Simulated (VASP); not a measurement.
# Pd: single point with LDA

Pd:

```xyz
2
Lattice="2.6934 0.0000 0.0000 -1.3467 2.3325 0.0000 0.0000 0.0000 4.4787" Properties=species:S:1:pos:R:3 pbc="T T T"
Pd    1.3467    0.7775    3.3590
Pd    0.0000    1.5550    1.1197
```

```json
{
  "Program": "VASP 6.6.1",
  "Task": "single point",
  "Functional": "LDA",
  "Potentials or basis": "VASP PAW LDA potentials, release 64 (Pd)",
  "Cutoff": "520 eV",
  "k mesh": "9 × 9 × 5",
  "Occupations": "fermi-dirac, width 0.05 eV",
  "Spin": "no spin polarisation"
}
```

```
Pressure               : 2.6 GPa
Band gap on the k mesh : zero (band 10 reaches 10.60 eV, above the bottom of band 11 at 9.86 eV)
```

Stress tensor (GPa, compression positive):
```
2.13 0.00 0.00
0.00 2.13 0.00
0.00 0.00 3.58
```

Levels at points of the mesh, in eV from the Fermi level:
| k point | band 8 | band 9 | band 10 | band 11 | band 12 | band 13 |
| --- | --- | --- | --- | --- | --- | --- |
| (0.00, 0.00, 0.00) | -1.84 | -1.84 | -0.25 | -0.25 | 0.68 | 7.34 |

It took 6.1 s on 1 thread of Intel(R) Xeon(R) 6975P-C (Granite Rapids), on a shared host, peak memory 0.13 GiB.
